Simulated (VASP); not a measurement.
# NaI (Fm-3m) in VASP: notebook, part 2 of 2

VASP 6.6.1.

### 4 Single point, r2SCAN

File POSCAR:

```
NaI
1.0
    0.0000000000      3.2297205401      3.2297205401
    3.2297205401      0.0000000000      3.2297205401
    3.2297205401      3.2297205401      0.0000000000
Na I
1 1
Direct
    0.0000000000      0.0000000000      0.0000000000
    0.5000000000      0.5000000000      0.5000000000
```

File INCAR.step1:

```
  PREC = Accurate
  ENCUT = 520
  ISMEAR = 0
  SIGMA = 0.01
  LREAL = False
  LASPH = True
  NELM = 60
  NBANDS = 14
  GGA = PE
  ALGO = Normal
  EDIFF = 1E-4
  LWAVE = True
  LCHARG = False
```

File INCAR.step2:

```
  PREC = Accurate
  ENCUT = 520
  EDIFF = 1E-6
  ISMEAR = 0
  SIGMA = 0.01
  LREAL = False
  LASPH = True
  NELM = 60
  ALGO = Normal
  ISIF = 2
  LWAVE = False
  LCHARG = True
  METAGGA = R2SCAN
  LMIXTAU = True
  LELF = True
  LVHAR = True
  NBANDS = 14
  ISTART = 1
```

File KPOINTS:

```
Automatic mesh
0
Gamma
  4 4 4
```

Potentials or basis: VASP PAW PBE potentials, release 64 (Na_pv, I).

Run with:

```bash
$ cat potpaw_PBE.64/Na_pv/POTCAR potpaw_PBE.64/I/POTCAR > POTCAR
$ cp INCAR.step1 INCAR
$ mpirun -np 1 vasp_std > vasp.out
$ cp INCAR.step2 INCAR
$ mpirun -np 1 vasp_std > vasp.out
```

OUTCAR:

```text
PREC = Accurate
   ENCUT = 520
   EDIFF = 1E-6
   ISMEAR = 0
   LREAL = False
   LASPH = True
   NELM = 60
   ISIF = 2
   METAGGA = R2SCAN
   ISTART = 1

 ion  position               nearest neighbor table
   1  0.000  0.000  0.000-
   2  0.500  0.500  0.500-

  LATTYP: Found a face centered cubic cell.
 ALAT       =     6.4594410802

  Lattice vectors:

 A1 = (   0.0000000000,   3.2297205401,   3.2297205401)
 A2 = (   3.2297205401,   0.0000000000,   3.2297205401)
 A3 = (   3.2297205401,   3.2297205401,   0.0000000000)

Analysis of symmetry for initial positions (statically):
=====================================================================
 Subroutine PRICEL returns:
 Original cell was already a primitive cell.

 Routine SETGRP: Setting up the symmetry group for a
 face centered cubic supercell.

 Subroutine GETGRP returns: Found 48 space group operations
 (whereof 48 operations were pure point group operations)
 out of a pool of 48 trial point group operations.

The static configuration has the point symmetry O_h .

[... 154 lines left out ...]
      2     -22.7236      2.00000
      3     -22.7236      2.00000
      4     -10.8339      2.00000
      5       0.5272      2.00000
      6       0.5272      2.00000
      7       0.5272      2.00000
      8       4.9832      0.00000
      9       8.9998      0.00000
     10       8.9998      0.00000
     11       8.9998      0.00000
     12      10.8617      0.00000
     13      10.8617      0.00000
     14      11.6469      0.00000
[... 105 lines left out ...]
      1     -22.7265      2.00000
      2     -22.7263      2.00000
      3     -22.7255      2.00000
      4     -10.4001      2.00000
      5      -0.9175      2.00000
      6      -0.9175      2.00000
      7      -0.4108      2.00000
      8       7.1089      0.00000
      9       8.5864      0.00000
     10       8.5864      0.00000
     11       9.1935      0.00000
     12      13.4997      0.00000
     13      13.4999      0.00000
     14      14.0359      0.00000

------------------------ aborting loop because EDIFF is reached ----------------------------------------

  FORCE on cell =-STRESS in cart. coord.  units (eV):
  Direction    XX          YY          ZZ          XY          YZ          ZX
  --------------------------------------------------------------------------------------
  -------------------------------------------------------------------------------------
  Total       -0.0121160     -0.0121160     -0.0121160     -0.0000000     -0.0000000     -0.0000000
  in kB       -0.2881007     -0.2881007     -0.2881007     -0.0000000     -0.0000000     -0.0000000
  external PRESSURE =      -0.2881007 kB  Pullay stress =       0.0000000 kB

 VOLUME and BASIS-vectors are now :
 -----------------------------------------------------------------------------
  energy-cutoff  :      520.00
  volume of cell :       67.38
      direct lattice vectors                 reciprocal lattice vectors
     0.000000000  3.229720540  3.229720540    -0.154812156  0.154812156  0.154812156
     3.229720540  0.000000000  3.229720540     0.154812156 -0.154812156  0.154812156
     3.229720540  3.229720540  0.000000000     0.154812156  0.154812156 -0.154812156

 POSITION                                       TOTAL-FORCE (eV/Angst)
 -----------------------------------------------------------------------------------
      0.00000      0.00000      0.00000        -0.000000      0.000000     -0.000000
      3.22972      3.22972      3.22972         0.000000     -0.000000      0.000000
 -----------------------------------------------------------------------------------
    total drift:                                0.000000      0.000000      0.000000

  FREE ENERGIE OF THE ION-ELECTRON SYSTEM (eV)
  ---------------------------------------------------
  free  energy   TOTEN  =       -31.0812426508 eV

  energy  without entropy=      -31.0812426508  energy(sigma->0) =      -31.08124265
```

OUTCAR.step1:

```text
PREC = Accurate
   ENCUT = 520
   ISMEAR = 0
   LREAL = False
   LASPH = True
[... 339 lines left out ...]
      0.00000      0.00000      0.00000         0.000000      0.000000      0.000000
      3.22972      3.22972      3.22972         0.000000     -0.000000     -0.000000
 -----------------------------------------------------------------------------------
    total drift:                                0.000000      0.000000      0.000000

  FREE ENERGIE OF THE ION-ELECTRON SYSTEM (eV)
  ---------------------------------------------------
  free  energy   TOTEN  =        -5.3779406109 eV

  energy  without entropy=       -5.3779406109  energy(sigma->0) =       -5.37794061
```

OSZICAR.step1:

```text
N       E                     dE             d eps       ncg     rms          rms(c)
DAV:   1     0.860464975799E+02    0.86046E+02   -0.64767E+03   224   0.876E+02
DAV:   2     0.817068468722E+00   -0.85229E+02   -0.80672E+02   242   0.228E+02
DAV:   3    -0.529731408049E+01   -0.61144E+01   -0.60799E+01   302   0.591E+01
DAV:   4    -0.544312147206E+01   -0.14581E+00   -0.14578E+00   270   0.953E+00
DAV:   5    -0.544603423002E+01   -0.29128E-02   -0.29127E-02   310   0.125E+00    0.163E+00
DAV:   6    -0.538457209094E+01    0.61462E-01   -0.69704E-02   248   0.155E+00    0.111E+00
DAV:   7    -0.537587033236E+01    0.87018E-02   -0.64678E-02   278   0.131E+00    0.618E-01
DAV:   8    -0.537797628728E+01   -0.21060E-02   -0.52889E-03   242   0.582E-01    0.182E-01
DAV:   9    -0.537794061094E+01    0.35676E-04   -0.21267E-04   278   0.128E-01
   1 F= -.53779406E+01 E0= -.53779406E+01  d E =-.457818E-13
```

It took 37 s on 1 thread of Intel Xeon Platinum 8259CL at 2.50GHz (Skylake/Cascade Lake), shared host; peak memory 0.22 GiB.

What came out:

```yaml
Free_energy: -31.0812 eV
Pressure: 0.0 GPa
Band_gap_on_the_k_mesh: 4.46 eV, direct
```

Caveat: the k points lie up to 0.42 Å⁻¹ apart; the PAW data sets were made with another functional, which shifts forces and pressure a little; spin-orbit coupling is left out, which moves the levels of the heavy elements.
